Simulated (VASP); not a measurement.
# YTi (Pm-3m) in VASP: further runs

YTi is run at these levels: PBE; tasks: single point.

All numbers are computed with VASP 6.6.1; they aren't measurements. Logs are shortened: lines on timing, memory, paths and dates and some standing lists are left out, and cuts for length are marked.

### 1 The cell of the first run

The structure is cubic, space group Pm-3m (No. 221). Conventional cell: a = 3.518 Å, b = 3.518 Å, c = 3.518 Å, α = 90.00°, β = 90.00°, γ = 90.00°. Within 4.0 Å of Y (site symmetry m-3m) lie 8 Ti at 3.05 Å and 6 Y at 3.52 Å. Ti (site symmetry m-3m) has 8 Y at 3.05 Å and 6 Ti at 3.52 Å within 4.0 Å.

### 2 Single point, PBE (volume scaled by 0.96)

INCAR reads:

```
SYSTEM = YTi
PREC     = Accurate       ! precision mode
ENCUT    = 520            ! plane-wave cutoff, eV
EDIFF    = 1E-6           ! SCF threshold, eV
ISMEAR   = -1             ! smearing method
SIGMA    = 0.05           ! smearing width, eV
LREAL    = .False.        ! projectors in reciprocal space
LASPH    = .True.         ! aspherical terms in the spheres
NELM     = 80             ! most SCF steps
ALGO     = Normal         ! electronic algorithm
ISIF     = 2              ! what is computed and relaxed
LWAVE    = .False.        ! write WAVECAR
LCHARG   = .True.         ! write CHGCAR
GGA      = PE             ! functional
LELF     = .True.         ! ELF
LVHAR    = .True.       
NBANDS   = 18             ! bands
```

KPOINTS reads:

```
Automatic mesh
0
Gamma
  8 8 8
  0 0 0
```

POSCAR reads:

```
YTi
1.0
    3.5184568509      0.0000000000      0.0000000000
    0.0000000000      3.5184568509      0.0000000000
    0.0000000000      0.0000000000      3.5184568509
Y Ti
1 1
Direct
    0.5000000000      0.5000000000      0.5000000000
    0.0000000000      0.0000000000      0.0000000000
```

Potentials or basis: VASP PAW PBE potentials, release 64 (Y_sv, Ti_sv).

Started as:

```
cat potpaw_PBE.64/Y_sv/POTCAR potpaw_PBE.64/Ti_sv/POTCAR > POTCAR
mpirun -np 1 vasp_std > vasp.out
```

OUTCAR:

```text
SYSTEM = YTi
   PREC = Accurate
   ENCUT = 520
   EDIFF = 1E-6
   ISMEAR = -1
   LREAL = .False.
   LASPH = .True.
   NELM = 80
   ISIF = 2
   GGA = PE

 ion  position               nearest neighbor table
   1  0.500  0.500  0.500-   2 3.05   2 3.05   2 3.05   2 3.05   2 3.05   2 3.05   2 3.05   2 3.05

   2  0.000  0.000  0.000-   1 3.05   1 3.05   1 3.05   1 3.05   1 3.05   1 3.05   1 3.05   1 3.05

  LATTYP: Found a simple cubic cell.
 ALAT       =     3.5184568509

  Lattice vectors:

 A1 = (   3.5184568509,   0.0000000000,   0.0000000000)
 A2 = (   0.0000000000,   3.5184568509,   0.0000000000)
 A3 = (   0.0000000000,   0.0000000000,   3.5184568509)

Analysis of symmetry for initial positions (statically):
=====================================================================
 Subroutine PRICEL returns:
 Original cell was already a primitive cell.

 Routine SETGRP: Setting up the symmetry group for a
 simple cubic supercell.

 Subroutine GETGRP returns: Found 48 space group operations
 (whereof 48 operations were pure point group operations)
 out of a pool of 48 trial point group operations.

The static configuration has the point symmetry O_h .

Analysis of symmetry for dynamics (positions and initial velocities):
=====================================================================
 Subroutine PRICEL returns:
 Original cell was already a primitive cell.

 Routine SETGRP: Setting up the symmetry group for a
 simple cubic supercell.

 Subroutine GETGRP returns: Found 48 space group operations
 (whereof 48 operations were pure point group operations)
 out of a pool of 48 trial point group operations.

The dynamic configuration has the point symmetry O_h .

 Subroutine INISYM returns: Found 48 space group operations
 (whereof 48 operations are pure point group operations),
 and found     1 'primitive' translations

----------------------------------------------------------------------------------------

                                     Primitive cell

  volume of cell :      43.5569

  direct lattice vectors                    reciprocal lattice vectors
     3.518456851  0.000000000  0.000000000     0.284215508  0.000000000  0.000000000
     0.000000000  3.518456851  0.000000000     0.000000000  0.284215508  0.000000000
     0.000000000  0.000000000  3.518456851     0.000000000  0.000000000  0.284215508

  length of vectors
     3.518456851  3.518456851  3.518456851     0.284215508  0.284215508  0.284215508

  position of ions in fractional coordinates (direct lattice)
     0.500000000  0.500000000  0.500000000
     0.000000000  0.000000000  0.000000000

  ion indices of the primitive-cell ions
   primitive index   ion index
                 1           1
                 2           2

----------------------------------------------------------------------------------------

 KPOINTS: Automatic mesh

Automatic generation of k-mesh.
 Grid dimensions read from file:
 generate k-points for:    8    8    8

 Generating k-lattice:

  Cartesian coordinates                     Fractional coordinates (reciprocal lattice)
     0.035526938  0.000000000  0.000000000     0.125000000  0.000000000  0.000000000
     0.000000000  0.035526938  0.000000000     0.000000000  0.125000000  0.000000000
     0.000000000  0.000000000  0.035526938     0.000000000  0.000000000  0.125000000

  Length of vectors
     0.035526938  0.035526938  0.035526938

  Shift w.r.t. Gamma in fractional coordinates (k-lattice)
     0.000000000  0.000000000  0.000000000

 Subroutine IBZKPT returns following result:
 ===========================================

 Found     35 irreducible k-points:

 Following reciprocal coordinates:
            Coordinates               Weight
  0.000000  0.000000  0.000000      1.000000
  0.125000  0.000000  0.000000      6.000000
  0.250000  0.000000  0.000000      6.000000
  0.375000  0.000000  0.000000      6.000000
  0.500000  0.000000  0.000000      3.000000
  0.125000  0.125000  0.000000     12.000000
[... 16 lines left out ...]
  0.375000  0.375000  0.125000     24.000000
  0.500000  0.375000  0.125000     24.000000
 [... further k-points ...]
   k-points           NKPTS =     35   k-points in BZ     NKDIM =     35   number of bands    NBANDS=     18
   number of dos      NEDOS =    301   number of ions     NIONS =      2
   total plane-waves  NPLWV =  21952
   dimension x,y,z NGX =    28 NGY =   28 NGZ =   28
   dimension x,y,z NGXF=    56 NGYF=   56 NGZF=   56
   ions per type =               1   1
   NGX,Y,Z   is equivalent  to a cutoff of  13.23, 13.23, 13.23 a.u.
   NGXF,Y,Z  is equivalent  to a cutoff of  26.46, 26.46, 26.46 a.u.
 SYSTEM =  YTi
   PREC   = accura    normal or accurate (medium, high low for compatibility)
   ISTART =      0    job   : 0-new  1-cont  2-samecut
   ICHARG =      2    charge: 1-file 2-atom 10-const
   ISPIN  =      1    spin polarized calculation?
   LNONCOLLINEAR =      F non collinear calculations
   LSORBIT =      F    spin-orbit coupling
   LASPH  =      T    aspherical Exc in radial PAW
   ENCUT  =  520.0 eV  38.22 Ry    6.18 a.u.   6.54  6.54  6.54*2*pi/ulx,y,z
   NELM   =     80;   NELMIN=  2; NELMDL= -5     # of ELM steps
   EDIFF  = 0.1E-05   stopping-criterion for ELM
   LREAL  =      F    real-space projection
   EDIFFG = 0.1E-04   stopping-criterion for IOM
   NSW    =      0    number of steps for IOM
   IBRION =     -1    ionic relax: 0-MD 1-quasi-New 2-CG
   NFREE  =      0    steps in history (QN), initial steepest desc. (CG)
   ISIF   =      2    stress and relaxation
   ISYM   =      2    0-nonsym 1-usesym 2-fastsym
   POTIM  = 0.5000    time-step for ionic-motion
   TEBEG  =    0.0;   TEEND  =   0.0 temperature during run
   PSTRESS=    0.0 pullay stress
   NELECT =      23.0000    total number of electrons
   NUPDOWN=      -1.0000    fix difference up-down
   EMIN   =  10.00;   EMAX   =-10.00  energy-range for DOS
   EFERMI =   0.00;   METHOD = LEGACY
   ISMEAR =    -1;   SIGMA  =   0.05  broadening in eV -4-tet -1-fermi 0-gaus
   EFERMI_NEDOS =   21; number of points for ismear=-14 and -15
   IALGO  =     38    algorithm
   IMIX   =      4    mixing-type and parameters
     AMIX     =   0.40;   BMIX     =  1.00
     AMIX_MAG =   1.60;   BMIX_MAG =  1.00
  volume/ion in A,a.u.               =      21.78       146.97
  Fermi-wavevector in a.u.,A,eV,Ry     =   1.323219  2.500522 23.822573  1.750910
  Thomas-Fermi vector in A             =   2.452843
   LORBIT       =      0    0 simple, 1 ext, 2 COOP (PROOUT), +10 PAW based schemes
   GGA     = PE    functional components
   LHFCALC =     F    Hartree Fock is set to
   AEXX    =    0.0000 exact exchange contribution
   IVDW    =     0    specifies the selected vdW correction
   LEPSILON=     F    determine dielectric tensor
   LRPA    =     F    only Hartree local field effects (RPA)
 non-spin polarized calculation
  energy-cutoff  :      520.00
  volume of cell :       43.56
 maximum number of plane-waves:      1208
 NGX is ok and might be reduce to    28
   NGX = 13   NGY = 13   NGZ = 13

 number of electron      22.9999999 magnetization

 Free energy of the ion-electron system (eV)
  ---------------------------------------------------
  ext. energy  EPLUGINS =         0.00000000
  ---------------------------------------------------
  free energy    TOTEN  =       -13.44520506 eV

  energy without entropy =      -13.41231965  energy(sigma->0) =      -13.42876236

 E-fermi :   5.7427     XC(G=0): -10.8084

 val. band max:        5.7276058706   @ k =   0.3750   0.3750   0.3750
 cond. band min:       5.7894713389   @ k =   0.5000   0.2500   0.1250
 fundamental gap:      0.0618654684
 Fermi energy:         5.7426749106

 k-point     1 :       0.0000    0.0000    0.0000
  band No.  band energies     occupation
      1     -51.1006      2.00000
      2     -35.9313      2.00000
      3     -27.3422      2.00000
      4     -27.3422      2.00000
      5     -27.3422      2.00000
      6     -15.8346      2.00000
[... 10 lines left out ...]
     17      11.6986      0.00000
     18      11.6986      0.00000

 k-point     2 :       0.1250    0.0000    0.0000
  band No.  band energies     occupation
      1     -51.1000      2.00000
      2     -35.9275      2.00000
      3     -27.3490      2.00000
      4     -27.3411      2.00000
      5     -27.3411      2.00000
      6     -15.9004      2.00000
[... 10 lines left out ...]
     17      10.6498      0.00000
     18      10.6498      0.00000

 k-point     3 :       0.2500    0.0000    0.0000
  band No.  band energies     occupation
      1     -51.0986      2.00000
      2     -35.9184      2.00000
      3     -27.3653      2.00000
      4     -27.3385      2.00000
      5     -27.3385      2.00000
      6     -16.0556      2.00000
[... 10 lines left out ...]
     17       9.4037      0.00000
     18       9.4037      0.00000

 k-point     4 :       0.3750    0.0000    0.0000
  band No.  band energies     occupation
      1     -51.0972      2.00000
      2     -35.9092      2.00000
      3     -27.3816      2.00000
      4     -27.3359      2.00000
      5     -27.3359      2.00000
      6     -16.2057      2.00000
[... 10 lines left out ...]
     17       8.5301      0.00000
     18       8.5792      0.00000

 k-point     5 :       0.5000    0.0000    0.0000
  band No.  band energies     occupation
      1     -51.0966      2.00000
      2     -35.9053      2.00000
      3     -27.3883      2.00000
      4     -27.3348      2.00000
      5     -27.3348      2.00000
      6     -16.2665      2.00000
[... 10 lines left out ...]
     17       8.2005      0.00000
     18       8.3149      0.00000

 k-point     6 :       0.1250    0.1250    0.0000
  band No.  band energies     occupation
      1     -51.0994      2.00000
      2     -35.9236      2.00000
      3     -27.3500      2.00000
      4     -27.3464      2.00000
      5     -27.3400      2.00000
      6     -15.9043      2.00000
[... 307 lines left out ...]
 k-point    21 :       0.3750    0.2500    0.1250
  band No.  band energies     occupation
      1     -51.0947      2.00000
      2     -35.8889      2.00000
      3     -27.3841      2.00000
      4     -27.3642      2.00000
      5     -27.3416      2.00000
      6     -16.1593      2.00000
[... 10 lines left out ...]
     17       8.8435      0.00000
     18      10.1108      0.00000

 k-point    22 :       0.5000    0.2500    0.1250
  band No.  band energies     occupation
      1     -51.0942      2.00000
      2     -35.8845      2.00000
      3     -27.3918      2.00000
      4     -27.3643      2.00000
      5     -27.3407      2.00000
      6     -16.2146      2.00000
[... 10 lines left out ...]
     17       8.6148      0.00000
     18      10.6416      0.00000

 k-point    23 :       0.3750    0.3750    0.1250
  band No.  band energies     occupation
      1     -51.0934      2.00000
      2     -35.8778      2.00000
      3     -27.3865      2.00000
      4     -27.3836      2.00000
      5     -27.3395      2.00000
      6     -16.1402      2.00000
[... 10 lines left out ...]
     17       9.2943      0.00000
     18      10.9009      0.00000

 k-point    24 :       0.5000    0.3750    0.1250
  band No.  band energies     occupation
      1     -51.0928      2.00000
      2     -35.8732      2.00000
      3     -27.3936      2.00000
      4     -27.3856      2.00000
      5     -27.3386      2.00000
      6     -16.1869      2.00000
[... 10 lines left out ...]
     17       9.4292      0.00000
     18      11.3803      0.00000

 [... further k-points ...]
[... 5 lines left out ...]
  --------------------------------------------------------------------------------------
  -------------------------------------------------------------------------------------
  Total        1.7328513      1.7328513      1.7328513     -0.0000000      0.0000000      0.0000000
  in kB       63.7404614     63.7404614     63.7404614     -0.0000000      0.0000000      0.0000000
  external PRESSURE =      63.7404614 kB  Pullay stress =       0.0000000 kB

 VOLUME and BASIS-vectors are now :
 -----------------------------------------------------------------------------
  energy-cutoff  :      520.00
  volume of cell :       43.56
      direct lattice vectors                 reciprocal lattice vectors
     3.518456851  0.000000000  0.000000000     0.284215508  0.000000000  0.000000000
     0.000000000  3.518456851  0.000000000     0.000000000  0.284215508  0.000000000
     0.000000000  0.000000000  3.518456851     0.000000000  0.000000000  0.284215508

 POSITION                                       TOTAL-FORCE (eV/Angst)
 -----------------------------------------------------------------------------------
      1.75923      1.75923      1.75923         0.000000      0.000000      0.000000
      0.00000      0.00000      0.00000         0.000000      0.000000      0.000000
 -----------------------------------------------------------------------------------
    total drift:                               -0.000000      0.000000      0.000000

  FREE ENERGIE OF THE ION-ELECTRON SYSTEM (eV)
  ---------------------------------------------------
  free  energy   TOTEN  =       -13.4452050647 eV

  energy  without entropy=      -13.4123196467  energy(sigma->0) =      -13.42876236
```

It took 44 s on 1 thread of Intel Xeon Platinum 8259CL at 2.50GHz (Skylake/Cascade Lake), shared host; peak memory 0.19 GiB.

Results:

- Free energy: -13.4452 eV
- Pressure: 6.4 GPa

Caveat: the cell differs from its parent crystal (volume scaled by 0.96).

### 3 Single point, PBE

This run uses another cell than the first one, of 22.69 Å³/atom, 1.042 times its volume.

INCAR reads:

```
PREC     = Accurate       # precision mode
ENCUT    = 520            # plane-wave cutoff, eV
EDIFF    = 1E-7           # SCF threshold, eV
ISMEAR   = -1             # smearing method
SIGMA    = 0.05           # smearing width, eV
LREAL    = False          # projectors in reciprocal space
LASPH    = True           # aspherical terms in the spheres
NELM     = 100            # most SCF steps
ALGO     = Normal         # electronic algorithm
ISIF     = 2              # what is computed and relaxed
LWAVE    = False          # write WAVECAR
LCHARG   = False          # write CHGCAR
GGA      = PE             # functional
NBANDS   = 18             # bands
```

KPOINTS reads:

```
Automatic mesh
0
Gamma
  8 8 8
```

POSCAR reads:

```
YTi
1.0
    3.5666608800      0.0000000000      0.0000000000
    0.0000000000      3.5666608800      0.0000000000
    0.0000000000      0.0000000000      3.5666608800
Y Ti
1 1
Direct
    0.5000000000      0.5000000000      0.5000000000
    0.0000000000      0.0000000000      0.0000000000
```

Potentials or basis: VASP PAW PBE potentials, release 64 (Y_sv, Ti_sv).

Started as:

```
cat potpaw_PBE.64/Y_sv/POTCAR potpaw_PBE.64/Ti_sv/POTCAR > POTCAR
mpirun -np 1 vasp_std > vasp.out
```

Wall time 39 s (1 thread of Intel Xeon Platinum 8259CL at 2.50GHz (Skylake/Cascade Lake), shared host); peak memory 0.19 GiB.

Results (log left out):

| Item | Value |
| --- | --- |
| Free energy | -13.5007 eV |
| Pressure | 3.4 GPa |

Levels at points of the mesh, in eV from the Fermi level:
| k point | band 7 | band 8 | band 9 | band 10 | band 11 | band 12 | band 13 | band 14 | band 15 | band 16 |
| --- | --- | --- | --- | --- | --- | --- | --- | --- | --- | --- |
| (0.00, 0.00, 0.00) | -21.68 | -21.68 | -5.34 | -1.91 | -1.91 | 0.98 | 0.98 | 0.98 | 3.18 | 3.18 |
| (0.50, 0.00, 0.00) | -21.66 | -21.66 | -2.42 | -2.03 | -0.26 | 0.71 | 0.89 | 0.89 | 1.50 | 2.40 |
| (0.50, 0.50, 0.00) | -21.98 | -21.62 | -2.61 | -1.96 | -0.23 | -0.23 | 1.34 | 1.34 | 2.10 | 2.25 |
| (0.50, 0.50, 0.50) | -21.96 | -21.96 | -0.70 | -0.70 | -0.70 | -0.08 | -0.08 | -0.08 | 2.14 | 2.14 |

### 4 Single point, PBE (volume scaled by 1.04)

INCAR reads:

```
SYSTEM = YTi
PREC = Accurate
ENCUT = 520
EDIFF = 1E-7
ISMEAR = -1
SIGMA = 0.05
LREAL = .FALSE.
LASPH = .TRUE.
NELM = 80
ALGO = Normal
ISIF = 2
LWAVE = .FALSE.
LCHARG = .FALSE.
GGA = PE
NBANDS = 18
```

KPOINTS reads:

```
Automatic mesh
0
G
  8 8 8
  0 0 0
```

POSCAR reads:

```
YTi
1.0
    3.6135960108      0.0000000000      0.0000000000
    0.0000000000      3.6135960108      0.0000000000
    0.0000000000      0.0000000000      3.6135960108
Y Ti
1 1
Direct
    0.5000000000      0.5000000000      0.5000000000
    0.0000000000      0.0000000000      0.0000000000
```

Started as:

```
cat potpaw_PBE.64/Y_sv/POTCAR potpaw_PBE.64/Ti_sv/POTCAR > POTCAR
mpirun -np 1 vasp_std > vasp.out
```

It took 64 s on 1 thread of Intel Xeon Platinum 8259CL at 2.50GHz (Skylake/Cascade Lake), shared host; peak memory 0.19 GiB.

The run converged. Its results:

| Property | Result |
| --- | --- |
| Free energy | -13.5251 eV |
| Pressure | 0.9 GPa |

Levels at points of the mesh, in eV from the Fermi level:
| k point | band 9 | band 10 | band 11 | band 12 | band 13 | band 14 |
| --- | --- | --- | --- | --- | --- | --- |
| (0.00, 0.00, 0.00) | -5.27 | -1.78 | -1.78 | 0.96 | 0.96 | 0.96 |
| (0.50, 0.00, 0.00) | -2.41 | -2.07 | -0.21 | 0.75 | 0.85 | 0.85 |
| (0.50, 0.50, 0.00) | -2.51 | -1.89 | -0.20 | -0.20 | 1.20 | 1.20 |
| (0.50, 0.50, 0.50) | -0.66 | -0.66 | -0.66 | -0.11 | -0.11 | -0.11 |

Caveat: the cell differs from its parent crystal (volume scaled by 1.04).

### 5 Single point, PBE (volume scaled by 1.06)

INCAR reads:

```
SYSTEM = YTi
PREC     = Accurate       ! precision mode
ENCUT    = 520            ! plane-wave cutoff, eV
EDIFF    = 1E-6           ! SCF threshold, eV
ISMEAR   = -1             ! smearing method
SIGMA    = 0.05           ! smearing width, eV
LREAL    = .False.        ! projectors in reciprocal space
LASPH    = .True.         ! aspherical terms in the spheres
NELM     = 60             ! most SCF steps
ALGO     = Normal         ! electronic algorithm
ISIF     = 2              ! what is computed and relaxed
LWAVE    = .False.        ! write WAVECAR
LCHARG   = .True.         ! write CHGCAR
GGA      = PE             ! functional
LELF     = .True.         ! ELF
LVHAR    = .True.       
NBANDS   = 18             ! bands
```

KPOINTS reads:

```
regular mesh
0
Gamma
  8 8 8
  0 0 0
```

POSCAR reads:

```
YTi
1.0
    3.6366131665      0.0000000000      0.0000000000
    0.0000000000      3.6366131665      0.0000000000
    0.0000000000      0.0000000000      3.6366131665
Y Ti
1 1
Direct
    0.5000000000      0.5000000000      0.5000000000
    0.0000000000      0.0000000000      0.0000000000
```

Started as:

```
cat potpaw_PBE.64/Y_sv/POTCAR potpaw_PBE.64/Ti_sv/POTCAR > POTCAR
mpirun -np 1 vasp_std > vasp.out
```

Wall time 53 s (1 thread of Intel Xeon Platinum 8259CL at 2.50GHz (Skylake/Cascade Lake), shared host); peak memory 0.19 GiB.

Results (log left out):

```
Free energy : -13.5273 eV
Pressure    : -0.2 GPa
```

Levels at points of the mesh, in eV from the Fermi level:
| k point | band 8 | band 9 | band 10 | band 11 | band 12 | band 13 | band 14 | band 15 |
| --- | --- | --- | --- | --- | --- | --- | --- | --- |
| (0.00, 0.00, 0.00) | -21.84 | -5.24 | -1.73 | -1.73 | 0.94 | 0.94 | 0.94 | 3.02 |
| (0.50, 0.00, 0.00) | -21.82 | -2.41 | -2.08 | -0.19 | 0.76 | 0.84 | 0.84 | 1.42 |
| (0.50, 0.50, 0.00) | -21.79 | -2.47 | -1.86 | -0.18 | -0.18 | 1.14 | 1.14 | 1.96 |
| (0.50, 0.50, 0.50) | -22.07 | -0.64 | -0.64 | -0.64 | -0.12 | -0.12 | -0.12 | 2.00 |

Caveat: the cell differs from its parent crystal (volume scaled by 1.06).

### 6 The runs side by side

| cell | gap on the mesh (eV) | pressure (GPa) |
| --- | --- | --- |
| a = 3.518 Å, 2 atoms | none | 6.4 |
| a = 3.567 Å, 2 atoms | none | 3.4 |
| a = 3.614 Å, 2 atoms | none | 0.9 |
| a = 3.637 Å, 2 atoms | none | -0.2 |

Alike in all rows: task single point; level PBE; potentials or basis VASP PAW PBE potentials, release 64 (Y_sv, Ti_sv); no spin polarisation; k mesh 8 × 8 × 8; cutoff (eV) 520; smearing fermi-dirac 0.05 eV.

Absolute energies hang on the potentials; compare differences alone.
